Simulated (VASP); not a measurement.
Write the native input for VASP 6.6.1 that does the following.

- Task: single point
- Functional: PBE
- Potentials or basis: VASP PAW PBE potentials, release 64 (Mg, Si, N)
- Cutoff: 520 eV
- k mesh: 6 × 6 × 4
- Occupations: gaussian, width 0.1 eV
- Spin: no spin polarisation
- Dipole correction: no
- Further INCAR settings: ALGO = Normal; EDIFF = 1e-07; NBANDS = 20

The structure of MgSiN lies in POSCAR:

```
MgSiN
1.0
    3.4350044702      0.0000000000      0.0000000000
    0.0000000000      3.4350044702      0.0000000000
    0.0000000000      0.0000000000      7.6569817683
Mg Si N
2 2 2
Direct
    0.5000000000      0.0000000000      0.1555005998
    0.0000000000      0.5000000000      0.8444994002
    0.5000000000      0.0000000000      0.5274903598
    0.0000000000      0.5000000000      0.4725096402
    0.5000000000      0.5000000000      0.0000000000
    0.0000000000      0.0000000000      0.0000000000
```

The input as run:

INCAR

```
PREC = Accurate
ENCUT = 520
EDIFF = 1E-7
ISMEAR = 0
SIGMA = 0.1
LREAL = False
LASPH = True
NELM = 60
ALGO = Normal
ISIF = 2
LWAVE = False
LCHARG = True
GGA = PE
LELF = True
LVHAR = True
NBANDS = 20
```

KPOINTS

```
regular mesh
0
Gamma
  6 6 4
```

Potentials or basis: VASP PAW PBE potentials, release 64 (Mg, Si, N).

Command:

```console
$ cat potpaw_PBE.64/Mg/POTCAR potpaw_PBE.64/Si/POTCAR potpaw_PBE.64/N/POTCAR > POTCAR
$ mpirun -np 1 vasp_std > vasp.out
```

Results of the run:

```json
{"Pressure": "-0.1 GPa", "Largest force": "0.034 eV/Å", "Band gap on the k mesh": "zero (band 11 reaches 5.42 eV, above the bottom of band 12 at 3.18 eV)"}
```

It took 35 s on 1 thread of AMD EPYC 9R45 (Zen 5), with other jobs on the host, peak memory 0.2 GiB.
